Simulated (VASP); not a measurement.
# Tl (P6/mmm) in VASP: relaxation of cell and atoms with PBE

Aim: the relaxation of cell and atoms of Tl with PBE.

Everything below comes from runs of VASP 6.6.1. Logs are shortened: lines on timing, memory, paths and dates and some standing lists are left out, and cuts for length are marked.

## 1. The cell of the first run

Symmetry: P6/mmm, No. 191, hexagonal system. Conventional cell: a = 5.411 Å, b = 5.411 Å, c = 3.317 Å, α = 90.00°, β = 90.00°, γ = 120.00°. Within 4.4 Å of Tl (site symmetry 6/mmm) lie 14 Tl at 3.32 to 3.54 Å. Within 4.1 Å of Tl (site symmetry -6m2) lie 11 Tl at 3.12 to 3.54 Å.

## 2. Relaxation of cell and atoms, PBE

The input, INCAR:

```
SYSTEM = Tl
PREC = Accurate
ENCUT = 600
EDIFF = 1E-7
ISMEAR = -1
SIGMA = 0.1
LREAL = .False.
LASPH = .True.
NELM = 100
ALGO = Normal
ISIF = 3
LWAVE = .False.
LCHARG = .False.
GGA = PE
IBRION = 2
NSW = 80
EDIFFG = -0.01
```

The input, KPOINTS:

```
Automatic mesh
0
Gamma
  7 7 10
  0 0 0
```

The input, POSCAR:

```
Tl
1.0
    5.4111348334      0.0000000000      0.0000000000
   -2.7055674167      4.6861802290      0.0000000000
    0.0000000000      0.0000000000      3.3170256529
Tl
3
Direct
    0.0000000000      0.0000000000      0.0000000000
    0.3333333333      0.6666666667      0.5000000000
    0.6666666667      0.3333333333      0.5000000000
```

Potentials or basis: VASP PAW PBE potentials, release 64 (Tl_d).

Run with:

```bash
> cat potpaw_PBE.64/Tl_d/POTCAR > POTCAR
> mpirun -np 1 vasp_std > vasp.out
```

OUTCAR:

```text
SYSTEM = Tl
   PREC = Accurate
   ENCUT = 600
   EDIFF = 1E-7
   ISMEAR = -1
   LREAL = .False.
   LASPH = .True.
   NELM = 100
   ISIF = 3
   GGA = PE
   IBRION = 2
   NSW = 80
   EDIFFG = -0.01

 ion  position               nearest neighbor table
   1  0.000  0.000  0.000-   2 3.54   3 3.54   2 3.54   3 3.54   2 3.54   2 3.54   3 3.54   3 3.54
                             3 3.54   3 3.54   2 3.54   2 3.54
   2  0.333  0.667  0.500-   3 3.12   3 3.12   3 3.12   1 3.54   1 3.54   1 3.54   1 3.54   1 3.54
                             1 3.54
   3  0.667  0.333  0.500-   2 3.12   2 3.12   2 3.12   1 3.54   1 3.54   1 3.54   1 3.54   1 3.54
                             1 3.54

  LATTYP: Found a hexagonal cell.
 ALAT       =     5.4111348334
 C/A-ratio  =     0.6130000000

  Lattice vectors:

 A1 = (   5.4111348334,   0.0000000000,   0.0000000000)
 A2 = (  -2.7055674167,   4.6861802290,   0.0000000000)
 A3 = (   0.0000000000,   0.0000000000,   3.3170256529)

Analysis of symmetry for initial positions (statically):
=====================================================================
 Subroutine PRICEL returns:
 Original cell was already a primitive cell.

 Routine SETGRP: Setting up the symmetry group for a
 hexagonal supercell.

 Subroutine GETGRP returns: Found 24 space group operations
 (whereof 24 operations were pure point group operations)
 out of a pool of 24 trial point group operations.

The static configuration has the point symmetry D_6h.

Analysis of symmetry for dynamics (positions and initial velocities):
=====================================================================
 Subroutine PRICEL returns:
 Original cell was already a primitive cell.

 Routine SETGRP: Setting up the symmetry group for a
 hexagonal supercell.

 Subroutine GETGRP returns: Found 24 space group operations
 (whereof 24 operations were pure point group operations)
 out of a pool of 24 trial point group operations.

The dynamic configuration has the point symmetry D_6h.

 Subroutine INISYM returns: Found 24 space group operations
 (whereof 24 operations are pure point group operations),
 and found     1 'primitive' translations

----------------------------------------------------------------------------------------

                                     Primitive cell

  volume of cell :      84.1117

  direct lattice vectors                    reciprocal lattice vectors
     5.411134833  0.000000000  0.000000000     0.184804118  0.106696707  0.000000000
    -2.705567417  4.686180229  0.000000000     0.000000000  0.213393414  0.000000000
     0.000000000  0.000000000  3.317025653     0.000000000  0.000000000  0.301474907

  length of vectors
     5.411134833  5.411134833  3.317025653     0.213393414  0.213393414  0.301474907

  position of ions in fractional coordinates (direct lattice)
     0.000000000  0.000000000  0.000000000
     0.333333333  0.666666667  0.500000000
     0.666666667  0.333333333  0.500000000

  ion indices of the primitive-cell ions
   primitive index   ion index
                 1           1
                 2           2
                 3           3

----------------------------------------------------------------------------------------

 KPOINTS: Automatic mesh

Automatic generation of k-mesh.
 Grid dimensions read from file:
 generate k-points for:    7    7   10

 Generating k-lattice:

  Cartesian coordinates                     Fractional coordinates (reciprocal lattice)
     0.026400588  0.015242387  0.000000000     0.142857143  0.000000000  0.000000000
     0.000000000  0.030484773  0.000000000     0.000000000  0.142857143  0.000000000
     0.000000000  0.000000000  0.030147491     0.000000000  0.000000000  0.100000000

  Length of vectors
     0.030484773  0.030484773  0.030147491

  Shift w.r.t. Gamma in fractional coordinates (k-lattice)
     0.000000000  0.000000000  0.000000000

 Subroutine IBZKPT returns following result:
 ===========================================

 Found     48 irreducible k-points:

 Following reciprocal coordinates:
            Coordinates               Weight
  0.000000  0.000000  0.000000      1.000000
  0.142857  0.000000  0.000000      6.000000
  0.285714 -0.000000  0.000000      6.000000
  0.428571  0.000000  0.000000      6.000000
  0.142857  0.142857  0.000000      6.000000
  0.285714  0.142857  0.000000     12.000000
[... 16 lines left out ...]
  0.428571  0.142857  0.200000     12.000000
  0.285714  0.285714  0.200000     12.000000
 [... further k-points ...]
   k-points           NKPTS =     48   k-points in BZ     NKDIM =     48   number of bands    NBANDS=     23
   number of dos      NEDOS =    301   number of ions     NIONS =      3
   total plane-waves  NPLWV =  64512
   dimension x,y,z NGX =    48 NGY =   48 NGZ =   28
   dimension x,y,z NGXF=    96 NGYF=   96 NGZF=   56
   ions per type =               3
   NGX,Y,Z   is equivalent  to a cutoff of  14.75, 14.75, 14.03 a.u.
   NGXF,Y,Z  is equivalent  to a cutoff of  29.49, 29.49, 28.07 a.u.
 SYSTEM =  Tl
   PREC   = accura    normal or accurate (medium, high low for compatibility)
   ISTART =      0    job   : 0-new  1-cont  2-samecut
   ICHARG =      2    charge: 1-file 2-atom 10-const
   ISPIN  =      1    spin polarized calculation?
   LNONCOLLINEAR =      F non collinear calculations
   LSORBIT =      F    spin-orbit coupling
   LASPH  =      T    aspherical Exc in radial PAW
   ENCUT  =  600.0 eV  44.10 Ry    6.64 a.u.  10.81 10.81  6.62*2*pi/ulx,y,z
   NELM   =    100;   NELMIN=  2; NELMDL= -5     # of ELM steps
   EDIFF  = 0.1E-06   stopping-criterion for ELM
   LREAL  =      F    real-space projection
   EDIFFG = -.1E-01   stopping-criterion for IOM
   NSW    =     80    number of steps for IOM
   IBRION =      2    ionic relax: 0-MD 1-quasi-New 2-CG
   NFREE  =      1    steps in history (QN), initial steepest desc. (CG)
   ISIF   =      3    stress and relaxation
   ISYM   =      2    0-nonsym 1-usesym 2-fastsym
   POTIM  = 0.5000    time-step for ionic-motion
   TEBEG  =    0.0;   TEEND  =   0.0 temperature during run
   PSTRESS=    0.0 pullay stress
   NELECT =      39.0000    total number of electrons
   NUPDOWN=      -1.0000    fix difference up-down
   EMIN   =  10.00;   EMAX   =-10.00  energy-range for DOS
   EFERMI =   0.00;   METHOD = LEGACY
   ISMEAR =    -1;   SIGMA  =   0.10  broadening in eV -4-tet -1-fermi 0-gaus
   EFERMI_NEDOS =   21; number of points for ismear=-14 and -15
   IALGO  =     38    algorithm
   IMIX   =      4    mixing-type and parameters
     AMIX     =   0.40;   BMIX     =  1.00
     AMIX_MAG =   1.60;   BMIX_MAG =  1.00
  volume/ion in A,a.u.               =      28.04       189.20
  Fermi-wavevector in a.u.,A,eV,Ry     =   1.267100  2.394472 21.844739  1.605543
  Thomas-Fermi vector in A             =   2.400266
   LORBIT       =      0    0 simple, 1 ext, 2 COOP (PROOUT), +10 PAW based schemes
   GGA     = PE    functional components
   LHFCALC =     F    Hartree Fock is set to
   AEXX    =    0.0000 exact exchange contribution
   IVDW    =     0    specifies the selected vdW correction
   LEPSILON=     F    determine dielectric tensor
   LRPA    =     F    only Hartree local field effects (RPA)
 conjugate gradient relaxation of ions
 non-spin polarized calculation
  energy-cutoff  :      600.00
  volume of cell :       84.11
 maximum number of plane-waves:      2830
 NGX is ok and might be reduce to    48
   NGX = 21   NGY = 21   NGZ = 13

--------------------------------------- Ionic step        1  -------------------------------------------

 number of electron      39.0000003 magnetization

 Free energy of the ion-electron system (eV)
  ---------------------------------------------------
  ext. energy  EPLUGINS =         0.00000000
  ---------------------------------------------------
  free energy    TOTEN  =        -6.51809157 eV

  energy without entropy =       -6.48087301  energy(sigma->0) =       -6.49948229

 E-fermi :   6.9310     XC(G=0): -10.2853

 val. band max:        6.9164735013   @ k =   0.2857   0.2857   0.0000
 cond. band min:       6.9763424644   @ k =   0.2857  -0.0000   0.4000
 fundamental gap:      0.0598689632
 Fermi energy:         6.9309638541

 k-point     1 :       0.0000    0.0000    0.0000
  band No.  band energies     occupation
      1      -5.3035      2.00000
      2      -4.9212      2.00000
      3      -4.8954      2.00000
      4      -4.8954      2.00000
      5      -4.8873      2.00000
      6      -4.6883      2.00000
[... 15 lines left out ...]
     22       6.4488      1.98403
     23      11.6422      0.00000
[... 731 lines left out ...]
 POSITION                                       TOTAL-FORCE (eV/Angst)
 -----------------------------------------------------------------------------------
      0.00000      0.00000      0.00000        -0.000000      0.000000      0.000000
     -0.00000      3.25101      1.72685         0.000000     -0.000000      0.000000
      2.81546      1.62551      1.72685        -0.000000      0.000000     -0.000000
 -----------------------------------------------------------------------------------
    total drift:                               -0.000000      0.000000     -0.000000

  FREE ENERGIE OF THE ION-ELECTRON SYSTEM (eV)
  ---------------------------------------------------
  free  energy   TOTEN  =        -6.6464100570 eV

  energy  without entropy=       -6.5970167562  energy(sigma->0) =       -6.62171341

--------------------------------------- Ionic step        5  -------------------------------------------

 number of electron      38.9999997 magnetization

 Free energy of the ion-electron system (eV)
  ---------------------------------------------------
  ext. energy  EPLUGINS =         0.00000000
  ---------------------------------------------------
  free energy    TOTEN  =        -6.64641732 eV

  energy without entropy =       -6.59709009  energy(sigma->0) =       -6.62175371

 E-fermi :   5.7081     XC(G=0):  -9.6928

 val. band max:        5.7009654538   @ k =   0.2857   0.2857   0.1000
 cond. band min:       5.7322744180   @ k =   0.0000   0.0000   0.2000
 fundamental gap:      0.0313089641
 Fermi energy:         5.7080811233

 k-point     1 :       0.0000    0.0000    0.0000
  band No.  band energies     occupation
      1      -6.2517      2.00000
      2      -5.9617      2.00000
      3      -5.9523      2.00000
      4      -5.9523      2.00000
      5      -5.9358      2.00000
      6      -5.7968      2.00000
[... 15 lines left out ...]
     22       5.3955      1.91588
     23      10.1058      0.00000
[... 620 lines left out ...]
 POSITION                                       TOTAL-FORCE (eV/Angst)
 -----------------------------------------------------------------------------------
      5.63009      0.00000      0.00000        -0.000000     -0.000000      0.000000
     -0.00000      3.25053      1.72737         0.000000     -0.000000     -0.000000
      2.81504      1.62527      1.72737        -0.000000      0.000000      0.000000
 -----------------------------------------------------------------------------------
    total drift:                               -0.000000      0.000000      0.000000

  FREE ENERGIE OF THE ION-ELECTRON SYSTEM (eV)
  ---------------------------------------------------
  free  energy   TOTEN  =        -6.6464173232 eV

  energy  without entropy=       -6.5970900890  energy(sigma->0) =       -6.62175371

 reached required accuracy - stopping structural energy minimisation
```

It took 3.3 min on 1 thread of Intel Xeon Platinum 8488C (Sapphire Rapids), shared host; peak memory 0.3 GiB.

Results:

```
Free energy                            : -6.6464 eV
Relaxed volume                         : 31.61 Å³/atom
Relaxed cell                           : a = 5.630 Å, b = 5.630 Å, c = 3.455 Å, α = 90.00°, β = 90.00°, γ = 120.00°
Space group after relaxing (to 0.05 Å) : P6/mmm (No. 191)
Energy gained by relaxing              : 42.8 meV/atom
Ionic steps                            : 5
Pressure after relaxing                : 0.0 GPa
```

The path:
```csv
step,energy change (eV),largest force (eV/Å),pressure (GPa),volume (Å³)
1,0.0000,0.0000,4.34,84.11
2,-0.1270,0.0000,0.35,93.70
3,-0.1283,0.0000,-0.04,95.06
4,-0.1283,0.0000,0.02,94.84
5,-0.1283,0.0000,0.02,94.84
```

Final structure:
```
Tl
1.0
     5.63009    0.00000    0.00000
    -2.81504    4.87580    0.00000
     0.00000    0.00000    3.45474
Tl
3
Direct
  0.00000 0.00000 0.00000
  0.33333 0.66667 0.50000
  0.66667 0.33333 0.50000
```

Levels at points of the mesh, in eV from the Fermi level:
```csv
k point,band 16,band 17,band 18,band 19,band 20,band 21,band 22,band 23
"(0.00, 0.00, 0.00)",-9.56,-4.68,-4.35,-0.46,-0.46,-0.31,-0.31,4.40
"(0.00, 0.00, 0.50)",-6.69,-5.50,-2.34,-0.14,0.64,1.33,1.33,1.42
```

Caveat: spin-orbit coupling is left out, which moves the levels of the heavy elements.
